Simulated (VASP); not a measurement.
A run of VASP 6.6.1 is set up as follows.

INCAR

```
SYSTEM = AlN
PREC = Accurate
ENCUT = 520
EDIFF = 1E-6
ISMEAR = -1
SIGMA = 0.02
LREAL = .False.
LASPH = .True.
NELM = 80
ALGO = Normal
ISIF = 2
LWAVE = .False.
LCHARG = .True.
GGA = PS
LELF = .True.
LVHAR = .True.
NBANDS = 16
```

File KPOINTS:

```
Automatic mesh
0
Gamma
  11 11 6
  0 0 0
```

Contents of POSCAR:

```
AlN
1.0
    3.1421121731      0.0000000000      0.0000000000
   -1.5710560866      2.7211489634      0.0000000000
    0.0000000000      0.0000000000      4.9780000000
Al N
2 2
Direct
    0.3333333333      0.6666666667      0.0000000000
    0.6666666667      0.3333333333      0.5000000000
    0.3333333333      0.6666666667      0.3850000000
    0.6666666667      0.3333333333      0.8850000000
```

Potentials or basis: VASP PAW PBE potentials, release 64 (Al, N).

Launch:

```sh
$ cat potpaw_PBE.64/Al/POTCAR potpaw_PBE.64/N/POTCAR > POTCAR
$ mpirun -np 1 vasp_std > vasp.out
```

(1) Predict the band gap on the k mesh.

(2) Estimate the pressure.

(3) Predict the largest force.

Answers

(1) 3.89 eV, direct.

(2) -3.5 GPa.

(3) 0.071 eV/Å.

Caveat: the cell differs from its parent crystal (equal xx and yy strain of +1 %); the PAW data sets were made with another functional, which shifts forces and pressure a little.
